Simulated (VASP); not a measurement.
# Co (P6_3/mmc) in VASP: further runs, part 2 of 2

VASP 6.6.1.

## Step 6: Single point, LDA, collinear spin, ferromagnetic start

File INCAR:

```
PREC     = Accurate       # precision mode
ENCUT    = 520            # plane-wave cutoff, eV
EDIFF    = 1E-6           # SCF threshold, eV
ISMEAR   = 1              # smearing method
SIGMA    = 0.1            # smearing width, eV
LREAL    = False          # projectors in reciprocal space
LASPH    = True           # aspherical terms in the spheres
NELM     = 150            # most SCF steps
ALGO     = Normal         # electronic algorithm
ISIF     = 2              # what is computed and relaxed
LWAVE    = False          # write WAVECAR
LCHARG   = True           # write CHGCAR
ISPIN    = 2              # spin polarisation
MAGMOM   = 1.558 1.558    # initial moments
LORBIT   = 11             # projections on sites
LMAXMIX  = 4              # l up to which the mixer works
LELF     = True           # ELF
LVHAR    = True         
NBANDS   = 20             # bands
```

File KPOINTS:

```
Automatic mesh
0
Gamma
  15 15 8
```

File POSCAR:

```
Co
1.0
    2.4273810165      0.0000000000      0.0000000000
   -1.2136905082      2.1021736250      0.0000000000
    0.0000000000      0.0000000000      3.9230481332
Co
2
Direct
    0.3333333333      0.6666666667      0.2500000000
    0.6666666667      0.3333333333      0.7500000000
```

Potentials or basis: VASP PAW LDA potentials, release 64 (Co).

Started as:

```
cat potpaw_LDA.64/Co/POTCAR > POTCAR
mpirun -np 1 vasp_std > vasp.out
```

OUTCAR:

```text
PREC = Accurate
   ENCUT = 520
   EDIFF = 1E-6
   ISMEAR = 1
   LREAL = False
   LASPH = True
   NELM = 150
   ISIF = 2
   ISPIN = 2
   LORBIT = 11

 ion  position               nearest neighbor table
   1  0.333  0.667  0.250-   2 2.41   2 2.41   2 2.41   2 2.41   2 2.41   2 2.41
   2  0.667  0.333  0.750-   1 2.41   1 2.41   1 2.41   1 2.41   1 2.41   1 2.41

  LATTYP: Found a hexagonal cell.
 ALAT       =     2.4273810165
 C/A-ratio  =     1.6161649558

  Lattice vectors:

 A1 = (   2.4273810165,   0.0000000000,   0.0000000000)
 A2 = (  -1.2136905082,   2.1021736250,   0.0000000000)
 A3 = (   0.0000000000,   0.0000000000,   3.9230481332)

Analysis of symmetry for initial positions (statically):
=====================================================================
 Subroutine PRICEL returns:
 Original cell was already a primitive cell.

 Routine SETGRP: Setting up the symmetry group for a
 hexagonal supercell.

 Subroutine GETGRP returns: Found 24 space group operations
 (whereof 12 operations were pure point group operations)
 out of a pool of 24 trial point group operations.

The static configuration has the point symmetry D_3d.
 The point group associated with its full space group is D_6h.

Analysis of symmetry for dynamics (positions and initial velocities):
=====================================================================
 Subroutine PRICEL returns:
 Original cell was already a primitive cell.

 Routine SETGRP: Setting up the symmetry group for a
 hexagonal supercell.

 Subroutine GETGRP returns: Found 24 space group operations
 (whereof 12 operations were pure point group operations)
 out of a pool of 24 trial point group operations.

The dynamic configuration has the point symmetry D_3d.
 The point group associated with its full space group is D_6h.

Analysis of structural, dynamic, and magnetic symmetry:
=====================================================================
 Subroutine PRICEL returns:
 Original cell was already a primitive cell.

 Routine SETGRP: Setting up the symmetry group for a
 hexagonal supercell.

 Subroutine GETGRP returns: Found 24 space group operations
 (whereof 12 operations were pure point group operations)
 out of a pool of 24 trial point group operations.

The overall configuration has the point symmetry D_3d.
 The point group associated with its full space group is D_6h.

 Subroutine INISYM returns: Found 24 space group operations
 (whereof 12 operations are pure point group operations),
 and found     1 'primitive' translations

----------------------------------------------------------------------------------------

                                     Primitive cell

  volume of cell :      20.0184

  direct lattice vectors                    reciprocal lattice vectors
     2.427381017  0.000000000  0.000000000     0.411966639  0.237849050  0.000000000
    -1.213690508  2.102173625  0.000000000     0.000000000  0.475698100  0.000000000
     0.000000000  0.000000000  3.923048133     0.000000000  0.000000000  0.254903831

  length of vectors
     2.427381017  2.427381017  3.923048133     0.475698100  0.475698100  0.254903831

  position of ions in fractional coordinates (direct lattice)
     0.333333333  0.666666667  0.250000000
[... 70 lines left out ...]
   ISTART =      0    job   : 0-new  1-cont  2-samecut
   ICHARG =      2    charge: 1-file 2-atom 10-const
   ISPIN  =      2    spin polarized calculation?
   LNONCOLLINEAR =      F non collinear calculations
   LSORBIT =      F    spin-orbit coupling
   LASPH  =      T    aspherical Exc in radial PAW
   ENCUT  =  520.0 eV  38.22 Ry    6.18 a.u.   4.51  4.51  7.29*2*pi/ulx,y,z
   NELM   =    150;   NELMIN=  2; NELMDL= -5     # of ELM steps
   EDIFF  = 0.1E-05   stopping-criterion for ELM
   LREAL  =      F    real-space projection
   EDIFFG = 0.1E-04   stopping-criterion for IOM
   NSW    =      0    number of steps for IOM
   IBRION =     -1    ionic relax: 0-MD 1-quasi-New 2-CG
   NFREE  =      0    steps in history (QN), initial steepest desc. (CG)
   ISIF   =      2    stress and relaxation
   ISYM   =      2    0-nonsym 1-usesym 2-fastsym
   POTIM  = 0.5000    time-step for ionic-motion
   TEBEG  =    0.0;   TEEND  =   0.0 temperature during run
   PSTRESS=    0.0 pullay stress
   NELECT =      18.0000    total number of electrons
   NUPDOWN=      -1.0000    fix difference up-down
   EMIN   =  10.00;   EMAX   =-10.00  energy-range for DOS
   EFERMI =   0.00;   METHOD = LEGACY
   ISMEAR =     1;   SIGMA  =   0.10  broadening in eV -4-tet -1-fermi 0-gaus
   EFERMI_NEDOS =   21; number of points for ismear=-14 and -15
   IALGO  =     38    algorithm
   IMIX   =      4    mixing-type and parameters
     AMIX     =   0.40;   BMIX     =  1.00
     AMIX_MAG =   1.60;   BMIX_MAG =  1.00
  volume/ion in A,a.u.               =      10.01        67.55
  Fermi-wavevector in a.u.,A,eV,Ry     =   1.580116  2.985986 33.970567  2.496766
  Thomas-Fermi vector in A             =   2.680392
   LORBIT       =     11    0 simple, 1 ext, 2 COOP (PROOUT), +10 PAW based schemes
   GGA     = CA    functional components
   LHFCALC =     F    Hartree Fock is set to
   AEXX    =    0.0000 exact exchange contribution
   IVDW    =     0    specifies the selected vdW correction
   LEPSILON=     F    determine dielectric tensor
   LRPA    =     F    only Hartree local field effects (RPA)
 spin polarized calculation
 Methfessel and Paxton  Order N= 1 SIGMA  =   0.10
  energy-cutoff  :      520.00
  volume of cell :       20.02
 maximum number of plane-waves:       557
 NGX is ok and might be reduce to    18
   NGX =  9   NGY =  9   NGZ = 15

 number of electron      17.9999991 magnetization       2.9998037

 Free energy of the ion-electron system (eV)
  ---------------------------------------------------
  ext. energy  EPLUGINS =         0.00000000
  ---------------------------------------------------
  free energy    TOTEN  =       -16.24887908 eV

  energy without entropy =      -16.24827279  energy(sigma->0) =      -16.24867698

 E-fermi :  11.1041     XC(G=0): -14.2173

 val. band max:       11.0982443680   @ k =   0.1333   0.0000   0.2500
 cond. band min:      11.1093247624   @ k =   0.1333   0.1333   0.1250
 fundamental gap:      0.0110803944
 Fermi energy:        11.1040584652

 spin component 1

 k-point     1 :       0.0000    0.0000    0.0000
  band No.  band energies     occupation
      1       1.7214      1.00000
      2       5.6514      1.00000
      3       8.5174      1.00000
      4       8.5467      1.00000
      5       8.5467      1.00000
      6       8.9113      1.00000
[... 541 lines left out ...]
     19      31.7044      0.00000
     20      41.4283      0.00000

 [... further k-points ...]

 spin component 2

 k-point     1 :       0.0000    0.0000    0.0000
  band No.  band energies     occupation
      1       1.9113      1.00000
      2       6.5234      1.00000
      3       9.9019      1.00000
      4       9.9177      1.00000
      5       9.9177      1.00000
      6      10.3274      1.00000
[... 541 lines left out ...]
     19      32.1210      0.00000
     20      41.8681      0.00000

 [... further k-points ...]

------------------------ aborting loop because EDIFF is reached ----------------------------------------

  FORCE on cell =-STRESS in cart. coord.  units (eV):
  Direction    XX          YY          ZZ          XY          YZ          ZX
  --------------------------------------------------------------------------------------
  -------------------------------------------------------------------------------------
  Total       -0.0844467     -0.0844467     -0.2099439     -0.0000000      0.0000000      0.0000000
  in kB       -6.7587008     -6.7587008    -16.8028772     -0.0000000      0.0000000      0.0000000
  external PRESSURE =     -10.1067596 kB  Pullay stress =       0.0000000 kB

 VOLUME and BASIS-vectors are now :
 -----------------------------------------------------------------------------
  energy-cutoff  :      520.00
  volume of cell :       20.02
      direct lattice vectors                 reciprocal lattice vectors
     2.427381017  0.000000000  0.000000000     0.411966639  0.237849050  0.000000000
    -1.213690508  2.102173625  0.000000000     0.000000000  0.475698100  0.000000000
     0.000000000  0.000000000  3.923048133     0.000000000  0.000000000  0.254903831

 POSITION                                       TOTAL-FORCE (eV/Angst)
 -----------------------------------------------------------------------------------
     -0.00000      1.40145      0.98076         0.000000     -0.000000      0.000000
      1.21369      0.70072      2.94229        -0.000000      0.000000      0.000000
 -----------------------------------------------------------------------------------
    total drift:                                0.000000      0.000000     -0.000000

  FREE ENERGIE OF THE ION-ELECTRON SYSTEM (eV)
  ---------------------------------------------------
  free  energy   TOTEN  =       -16.2488790776 eV

  energy  without entropy=      -16.2482727872  energy(sigma->0) =      -16.24867698

 total charge

# of ion       s       p       d       tot
------------------------------------------
    1        0.523   0.589   7.338   8.451
    2        0.523   0.589   7.338   8.451
--------------------------------------------------
tot          1.046   1.179  14.676  16.901

 magnetization (x)

# of ion       s       p       d       tot
------------------------------------------
    1       -0.013  -0.038   1.544   1.493
    2       -0.013  -0.038   1.544   1.493
--------------------------------------------------
tot         -0.026  -0.076   3.087   2.986
```

Run time: 2 min. Hardware: 1 thread of Intel Xeon 6975P-C, shared host; peak memory 0.18 GiB.

Results:

* Free energy: -16.2489 eV
* Pressure: -1.0 GPa
* Net moment: 3.00 μB per cell
* Site moments: Co +1.49 μB
* Valence electrons inside the program's atomic spheres: Co 8.45

Stress tensor (GPa, compression positive):
```
-0.68  0.00  0.00
 0.00 -0.68  0.00
 0.00  0.00 -1.68
```

## Step 7: Summary

| smearing | gap on the mesh (eV) | pressure (GPa) | moment (μB) |
| --- | --- | --- | --- |
| gaussian 0.6 eV | none | -5.2 | 1.86 |
| methfessel-paxton 0.01 eV | none | -0.8 | 3.02 |
| methfessel-paxton 0.03 eV | none | -0.9 | 3.02 |
| methfessel-paxton 0.1 eV | none | -1.0 | 3.00 |

Alike in all rows: task single point; level LDA; potentials or basis VASP PAW LDA potentials, release 64 (Co); spin collinear, ferromagnetic start; cell as given; k mesh 15 × 15 × 8; cutoff (eV) 520.

Every run on the cell as given and a fine mesh finds a metal.

Total energies depend on the potentials used, so only differences within one code and one set of settings carry meaning.
